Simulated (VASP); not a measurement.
# Al15N15O (a cell with a defect) in VASP: further runs

Runs on Al15N15O (a cell with a defect). Level: HSE06. Tasks: single point.

Program: VASP 6.6.1. These are calculated values, not measurements. Logs are shortened: lines on timing, memory, paths and dates and some standing lists are left out, and cuts for length are marked.

**1. The cell of the first run**

The cell holds a defect, 31 atoms: a = 6.260 Å, b = 6.260 Å, c = 10.035 Å, α = 90.00°, β = 90.00°, γ = 120.00°.

**2. Single point, HSE06**

Contents of POSCAR:

```
Al15N15O
1.0
    6.2595139128      0.0000000578      0.0000000000
   -3.1297570064      5.4208980350      0.0000000000
    0.0000000000      0.0000000000     10.0348065929
Al O N
15 1 15
Direct
    0.3344444415      0.1681316590      0.2524672306
    0.3320808792      0.1704081266      0.7488069566
    0.1678026729      0.3348183831      0.9923735252
    0.3343288609      0.6636800201      0.2579964562
    0.1712912789      0.8272506055      0.4968687280
    0.3316228867      0.6620192517      0.7453748641
    0.1688554770      0.8347776210      1.0018885059
    0.8388419710      0.1681532298      0.2579508034
    0.6755292063      0.3313254799      0.4968860985
    0.8404884626      0.1708237917      0.7453671926
    0.6678454158      0.3338653225      1.0018662519
    0.8341016073      0.6683682062      0.2516134132
    0.6630592022      0.8393721627      0.4973812570
    0.8339099037      0.6686846293      0.7470508161
    0.6667688440      0.8359323102      1.0002873683
    0.3472509139      0.1554523012      0.4334051881
    0.1708407915      0.3317652010      0.1864584204
    0.3367072586      0.1658556517      0.9421940498
    0.1698463745      0.3326848641      0.7131457450
    0.3426769392      0.6848798242      0.4377369832
    0.1677088526      0.8326277265      0.1907042778
    0.3349459560      0.6747120418      0.9410343273
    0.1695235218      0.8359357179      0.6881488363
    0.8175429156      0.1596396881      0.4377038574
    0.6698394495      0.3346684005      0.1906731054
    0.8278278130      0.1675639821      0.9410154539
    0.6668051332      0.3331036456      0.6881825660
    0.8330001226      0.6695119287      0.4399411073
    0.6702504037      0.8322169469      0.1879360724
    0.8336862731      0.6688115016      0.9390133878
    0.6688710382      0.8335128822      0.6919909247
```

Contents of INCAR.step1:

```
PREC = Accurate ; ENCUT = 520
EDIFF = 1E-5 ; ISMEAR = -1
SIGMA = 0.01 ; LREAL = Auto
LASPH = T ; NELM = 120
ALGO = Normal ; ISIF = 2
LWAVE = T ; GGA = PE
NELECT = 128.0 ; NBANDS = 84
GGA_COMPAT = F ; ISYM = -1
```

Contents of INCAR.step2:

```
PREC = Accurate ; ENCUT = 520
EDIFF = 1E-6 ; ISMEAR = -1
SIGMA = 0.01 ; LREAL = Auto
LASPH = T ; NELM = 120
ALGO = Normal ; ISIF = 2
LWAVE = F ; LCHARG = T
GGA = PE ; LHFCALC = T
HFSCREEN = 0.2079 ; PRECFOCK = Fast
LELF = T ; LVHAR = T
ISTART = 1 ; NELECT = 128.0
NBANDS = 84 ; GGA_COMPAT = F
ISYM = -1
```

Contents of KPOINTS:

```
explicit points
1
Reciprocal
  0.25000000   0.25000000   0.25000000 1
```

Potentials or basis: VASP PAW PBE potentials, release 64 (Al, O, N).

Run with:

```console
$ cat potpaw_PBE.64/Al/POTCAR potpaw_PBE.64/O/POTCAR potpaw_PBE.64/N/POTCAR > POTCAR
$ cp INCAR.step1 INCAR
$ mpirun -np 1 vasp_std > vasp.out
$ cp INCAR.step2 INCAR
$ mpirun -np 1 vasp_std > vasp.out
```

OUTCAR:

```text
PREC = Accurate
   ENCUT = 520
   EDIFF = 1E-6
   ISMEAR = -1
   LREAL = Auto
   LASPH = T
   NELM = 120
   ISIF = 2
   GGA = PE
   LHFCALC = T
   HFSCREEN = 0.2079
   PRECFOCK = Fast
   ISTART = 1
   NELECT = 128.0
   ISYM = -1

 ion  position               nearest neighbor table
   1  0.334  0.168  0.252-  16 1.82  17 1.89  25 1.92  21 1.92   5 3.07   9 3.07   7 3.10  11 3.10
                             4 3.10   8 3.10  12 3.13  12 3.13   8 3.16   4 3.16   3 3.17
   2  0.332  0.170  0.749-  19 1.80  23 1.91  27 1.91  18 1.94   3 3.02  10 3.08   6 3.08   7 3.12
                            11 3.12  14 3.13  14 3.13   5 3.14   9 3.14   6 3.18  10 3.18
   3  0.168  0.335  0.992-  18 1.90  22 1.91  26 1.91  17 1.95   2 3.02   6 3.05  10 3.05   7 3.13
                            11 3.13  15 3.13  15 3.13  11 3.13   7 3.13   1 3.17   8 3.21   4 3.21
   4  0.334  0.664  0.258-  20 1.81  17 1.94  21 1.94  29 1.95   5 2.98  13 2.99   8 3.10   1 3.10
                            12 3.11  12 3.15   7 3.15  15 3.15   1 3.16   8 3.16   3 3.21
   5  0.171  0.827  0.497-  20 1.80  16 1.89  23 1.92  28 1.92   4 2.98  13 3.04   6 3.06  12 3.07
                             1 3.07   9 3.10  14 3.11   2 3.14   9 3.16  13 3.22
   6  0.332  0.662  0.745-  19 1.81  31 1.91  23 1.91  22 1.96   3 3.05   5 3.06  13 3.07  10 3.07
                             2 3.08  14 3.12  14 3.14  15 3.14   7 3.15   2 3.18  10 3.19
   7  0.169  0.835  0.002-  22 1.87  18 1.89  21 1.89  30 1.92  12 3.09   1 3.10  15 3.11  11 3.12
                             2 3.12   3 3.13   3 3.13  11 3.14  14 3.14  15 3.15   4 3.15   6 3.15
   8  0.839  0.168  0.258-  24 1.81  17 1.94  25 1.94  29 1.95   9 2.98  13 2.99   4 3.10   1 3.10
                            12 3.11  12 3.15  15 3.15  11 3.15   1 3.16   4 3.16   3 3.21
   9  0.676  0.331  0.497-  24 1.80  16 1.89  27 1.92  28 1.92   8 2.98  13 3.04  10 3.05  12 3.07
[... 15 lines left out ...]
  18  0.337  0.166  0.942-   7 1.89  11 1.89   3 1.90   2 1.94
  19  0.170  0.333  0.713-   2 1.80   6 1.81  10 1.81
  20  0.343  0.685  0.438-   5 1.80   4 1.81  13 1.84
  21  0.168  0.833  0.191-   7 1.89  12 1.91   1 1.92   4 1.94
  22  0.335  0.675  0.941-   7 1.87  15 1.89   3 1.91   6 1.96
  23  0.170  0.836  0.688-   6 1.91   2 1.91  14 1.91   5 1.92
  24  0.818  0.160  0.438-   9 1.80   8 1.81  13 1.84
  25  0.670  0.335  0.191-  11 1.89  12 1.91   1 1.92   8 1.94
  26  0.828  0.168  0.941-  11 1.87  15 1.89   3 1.91  10 1.96
  27  0.667  0.333  0.688-  10 1.91  14 1.91   2 1.91   9 1.92
  28  0.833  0.670  0.440-  12 1.89   9 1.92   5 1.92  13 1.93
  29  0.670  0.832  0.188-  15 1.88  12 1.89   8 1.95   4 1.95
  30  0.834  0.669  0.939-  15 1.91  11 1.92   7 1.92  14 1.93
  31  0.669  0.834  0.692-  14 1.87   6 1.91  10 1.91  13 1.95

IMPORTANT INFORMATION: All symmetrisations will be switched off!
NOSYMM: (Re-)initialisation of all symmetry stuff for point group C_1.

----------------------------------------------------------------------------------------

[... 131 lines left out ...]
  Thomas-Fermi vector in A             =   2.317783
   LORBIT       =      0    0 simple, 1 ext, 2 COOP (PROOUT), +10 PAW based schemes
   GGA     = PE    functional components
   LHFCALC =     T    Hartree Fock is set to
   PRECFOCK=fast      Normal, Fast or Accurate (Low or Medium for compatibility)
   ENCUT4O =  -1.0   cutoff for four orbital integrals eV
   NKREDX  =     1    reduce k-point grid by
   NKREDY  =     1    reduce k-point grid by
   NKREDZ  =     1    reduce k-point grid by
   AEXX    =    0.2500 exact exchange contribution
   HFSCREEN=    0.2079 screening length (either q_TF or 0.3 A-1)
   HFSCREENC=   0.2079 screening length for correlation (either q_TF or 0.3 A-1)
   ENCUTFOCK=  -1.0 apply spherical cutoff to Coloumb kernel
   IVDW    =     0    specifies the selected vdW correction
   LEPSILON=     F    determine dielectric tensor
   LRPA    =     F    only Hartree local field effects (RPA)
 non-spin polarized calculation
  energy-cutoff  :      520.00
  volume of cell :      340.50
 maximum number of plane-waves:      9148
 NGX is ok and might be reduce to    48
  NGX = 24; NGY = 24; NGZ = 40

 number of electron     128.0000001 magnetization

 Free energy of the ion-electron system (eV)
  ---------------------------------------------------
  ext. energy  EPLUGINS =         0.00000000
  ---------------------------------------------------
  free energy    TOTEN  =      -258.76162389 eV

  energy without entropy =     -258.76162389  energy(sigma->0) =     -258.76162389

 E-fermi :   5.9424     XC(G=0):  -8.8366

 val. band max:        5.6385553607   @ k =   0.2500   0.2500   0.2500
 cond. band min:      11.2330472949   @ k =   0.2500   0.2500   0.2500
 fundamental gap:      5.5944919342
 Fermi energy:         5.9423873414

 k-point     1 :       0.2500    0.2500    0.2500
  band No.  band energies     occupation
      1     -15.0710      2.00000
      2     -11.6588      2.00000
      3     -11.1338      2.00000
      4     -11.0152      2.00000
      5     -10.9004      2.00000
      6     -10.5965      2.00000
[... 68 lines left out ...]
     75      13.0466      0.00000
     76      13.2084      0.00000
 [bands above 76 left out]

------------------------ aborting loop because EDIFF is reached ----------------------------------------

  FORCE on cell =-STRESS in cart. coord.  units (eV):
  Direction    XX          YY          ZZ          XY          YZ          ZX
  --------------------------------------------------------------------------------------
  -------------------------------------------------------------------------------------
  Total        8.7989695     -1.1234631     12.0643848     -8.6415721      0.4751877     -0.3514441
  in kB       41.4020208     -5.2862602     56.7668646    -40.6614144      2.2359132     -1.6536589
  external PRESSURE =      30.9608751 kB  Pullay stress =       0.0000000 kB

 VOLUME and BASIS-vectors are now :
 -----------------------------------------------------------------------------
  energy-cutoff  :      520.00
  volume of cell :      340.50
      direct lattice vectors                 reciprocal lattice vectors
     6.259513913  0.000000058  0.000000000     0.159756813  0.092235641  0.000000000
    -3.129757006  5.420898035  0.000000000    -0.000000002  0.184471279  0.000000000
     0.000000000  0.000000000 10.034806593     0.000000000  0.000000000  0.099653141

 POSITION                                       TOTAL-FORCE (eV/Angst)
 -----------------------------------------------------------------------------------
      1.56725      0.91142      2.53346        -0.010618      0.008936      0.092709
      1.54533      0.92377      7.51413        -0.055003      0.038382     -0.010939
      0.00246      1.81502      9.95828         0.009256     -0.010788      0.036275
      0.01558      3.59774      2.58894        -0.009755      0.011455      0.070937
     -1.51689      4.48444      4.98598         0.054569      0.021697     -0.006176
      0.00384      3.58874      7.47969         0.004234     -0.046990     -0.003768
[... 23 lines left out ...]
      3.12525      3.62556      9.42282        -0.013634      0.015413      0.014959
      1.57811      4.51839      6.94400         0.004693     -0.005631      0.011959
 -----------------------------------------------------------------------------------
    total drift:                                0.005883      0.004316      0.015344

  FREE ENERGIE OF THE ION-ELECTRON SYSTEM (eV)
  ---------------------------------------------------
  free  energy   TOTEN  =      -258.7616238911 eV

  energy  without entropy=     -258.7616238911  energy(sigma->0) =     -258.76162389
```

OUTCAR.step1:

```text
PREC = Accurate
   ENCUT = 520
   EDIFF = 1E-5
   ISMEAR = -1
   LREAL = Auto
[... 328 lines left out ...]
     -1.51689      4.48444      4.98598        -0.005515     -0.008069      0.013577
      0.00384      3.58874      7.47969         0.002553      0.004366     -0.005500
[... 23 lines left out ...]
      3.12525      3.62556      9.42282        -0.006782      0.011367      0.001284
      1.57811      4.51839      6.94400        -0.003895     -0.001868      0.003518
 -----------------------------------------------------------------------------------
    total drift:                                0.007900      0.007889     -0.000053

  FREE ENERGIE OF THE ION-ELECTRON SYSTEM (eV)
  ---------------------------------------------------
  free  energy   TOTEN  =      -216.8899871161 eV

  energy  without entropy=     -216.8899871161  energy(sigma->0) =     -216.88998712
```

OSZICAR.step1:

```text
N       E                     dE             d eps       ncg     rms          rms(c)
DAV:   1     0.593087544367E+03    0.59309E+03   -0.60583E+04   168   0.138E+03
DAV:   2    -0.198467989229E+03   -0.79156E+03   -0.76725E+03   212   0.283E+02
DAV:   3    -0.254527841077E+03   -0.56060E+02   -0.55686E+02   200   0.801E+01
DAV:   4    -0.255506047893E+03   -0.97821E+00   -0.97314E+00   208   0.112E+01
DAV:   5    -0.255531365048E+03   -0.25317E-01   -0.25295E-01   208   0.179E+00    0.344E+01
DAV:   6    -0.216897678031E+03    0.38634E+02   -0.16727E+02   192   0.373E+01    0.120E+01
DAV:   7    -0.217073298889E+03   -0.17562E+00   -0.59979E+00   200   0.831E+00    0.817E+00
DAV:   8    -0.216911070021E+03    0.16223E+00   -0.68821E-01   200   0.313E+00    0.219E+00
DAV:   9    -0.216885231040E+03    0.25839E-01   -0.11979E-01   208   0.163E+00    0.761E-01
DAV:  10    -0.216888250261E+03   -0.30192E-02   -0.78306E-02   200   0.912E-01    0.487E-01
DAV:  11    -0.216889349589E+03   -0.10993E-02   -0.11823E-02   216   0.411E-01    0.240E-01
DAV:  12    -0.216889944053E+03   -0.59446E-03   -0.39576E-03   200   0.247E-01    0.426E-02
DAV:  13    -0.216889988359E+03   -0.44306E-04   -0.63156E-04   200   0.897E-02    0.319E-02
DAV:  14    -0.216889987116E+03    0.12426E-05   -0.29412E-05   144   0.233E-02
   1 F= -.21688999E+03 E0= -.21688999E+03  d E =-.775872E-12
```

It took 3 min on 1 thread of AMD EPYC 9R45 (Zen 5), shared host; peak memory 0.58 GiB.

What came out:

* Free energy: -258.7616 eV
* Largest force: 0.284 eV/Å

Forces on the atoms (eV/Å):
```
Al  -0.011  0.009  0.093
Al  -0.055  0.038 -0.011
Al   0.009 -0.011  0.036
Al  -0.010  0.011  0.071
Al   0.055  0.022 -0.006
Al   0.004 -0.047 -0.004
Al   0.027 -0.008  0.007
Al  -0.016  0.005  0.076
Al   0.004 -0.056 -0.008
Al   0.044  0.028 -0.004
Al   0.027 -0.030  0.006
Al  -0.019  0.013  0.036
Al  -0.035  0.019 -0.026
Al  -0.016  0.014 -0.009
Al   0.001 -0.011  0.017
O    0.200 -0.113 -0.167
N    0.017 -0.011  0.002
N   -0.031  0.018  0.011
N   -0.003 -0.004  0.200
N   -0.029  0.219 -0.122
N    0.002  0.005 -0.029
N   -0.008 -0.011  0.017
N    0.005 -0.019  0.008
N   -0.202 -0.082 -0.124
N   -0.008 -0.003 -0.027
N    0.003  0.021  0.018
N    0.014 -0.002  0.005
N    0.013 -0.008 -0.070
N    0.026 -0.018 -0.024
N   -0.014  0.015  0.015
N    0.005 -0.006  0.012
```

Levels at points of the mesh, in eV from the Fermi level:
```
           k point  band 60  band 61  band 62  band 63  band 64  band 65  band 66  band 67  band 68  band 69
(0.25, 0.25, 0.25)    -2.03    -1.95    -1.12    -1.00    -0.30     5.29     5.81     5.95     6.03     6.16
```

Caveat: the cell carries a net charge on a neutralising background, which shifts energy and pressure; the cell is charged against a uniform background, so pressure and absolute levels hang on convention; the PAW data sets were made with another functional, which shifts forces and pressure a little.

(Part 1 of 3 ends here.)
